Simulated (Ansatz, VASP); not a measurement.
## MgO in VASP and in Ansatz

```
Mg O
1.0
     2.96561    0.00000    0.00000
     1.48280    2.56829    0.00000
     1.48280    0.85610    2.42141
Mg O
1 1
Direct
  0.00000 0.00000 0.00000
  0.50000 0.50000 0.50000
```

Alike in both runs: functional BLYP; dispersion D3(BJ); k mesh 11 × 11 × 11; occupations methfessel-paxton of order 1, width 0.01 eV; no spin polarisation.

```csv
,VASP,Ansatz
version,VASP 6.6.1,Ansatz 0.2.0
potentials or method,"VASP PAW PBE potentials, release 64 (Mg_sv, O)",PseudoDojo standard (LDA files)
plane-wave cutoff (eV),750,1143
valence electrons in the cell,16,16
task,single point,band structure
```

```csv
,VASP,Ansatz,Ansatz less VASP
gap on the k mesh at the Fermi level (eV),5.16,5.33,+0.168
least direct gap on the mesh (eV),5.16,5.33,+0.168
pressure (GPa),-2.5,-3.1,-0.67
```

VASP's potentials were made for PBE, not for BLYP.

Noted on Ansatz's run: the potentials were made for another functional, which shifts forces and pressure.
